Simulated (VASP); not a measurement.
Write the native input for VASP 6.6.1 that does the following.

| Quantity | Value |
| --- | --- |
| Task | single point |
| Functional | PBE |
| Potentials or basis | VASP PAW PBE potentials, release 64 (Mg, O) |
| Cutoff | 520 eV |
| k mesh | 9 × 9 × 2 |
| Occupations | gaussian, width 0.05 eV |
| Spin | no spin polarisation |
| Dipole correction | no |
| Further INCAR settings | ALGO = Normal; EDIFF = 1e-06; NBANDS = 26 |

The structure of MgO lies in POSCAR:

```
MgO
1.0
    3.2805263433      0.0000000000      0.0000000000
   -1.6402631717      2.8410191511      0.0000000000
    0.0000000000      0.0000000000     10.5138967343
Mg O
4 4
Direct
    0.3333333333      0.6666666667      0.9694906392
    0.0000000000      0.0000000000      0.2208211786
    0.0000000000      0.0000000000      0.7208211786
    0.6666666667      0.3333333333      0.4694906392
    0.3333333333      0.6666666667      0.7800420079
    0.0000000000      0.0000000000      0.5296443544
    0.0000000000      0.0000000000      0.0296443544
    0.6666666667      0.3333333333      0.2800420079
```

The input as run:

INCAR

```
SYSTEM = MgO
PREC     = Accurate       ! precision mode
ENCUT    = 520            ! plane-wave cutoff, eV
EDIFF    = 1E-6           ! SCF threshold, eV
ISMEAR   = 0              ! smearing method
SIGMA    = 0.05           ! smearing width, eV
LREAL    = .False.        ! projectors in reciprocal space
LASPH    = .True.         ! aspherical terms in the spheres
NELM     = 60             ! most SCF steps
ALGO     = Normal         ! electronic algorithm
ISIF     = 2              ! what is computed and relaxed
LWAVE    = .False.        ! write WAVECAR
LCHARG   = .False.        ! write CHGCAR
GGA      = PE             ! functional
NBANDS   = 26             ! bands
```

KPOINTS

```
regular mesh
0
Gamma
  9 9 2
  0 0 0
```

Potentials or basis: VASP PAW PBE potentials, release 64 (Mg, O).

Command:

```bash
$ cat potpaw_PBE.64/Mg/POTCAR potpaw_PBE.64/O/POTCAR > POTCAR
$ mpirun -np 1 vasp_std > vasp.out
```

Results of the run:

* Pressure: -0.4 GPa
* Band gap on the k mesh: 3.44 eV, direct

It took 49 s on 1 thread of Intel(R) Xeon(R) Platinum 8124M CPU @ 3.00GHz (Skylake/Cascade Lake), with other jobs on the host, peak memory 0.22 GiB.
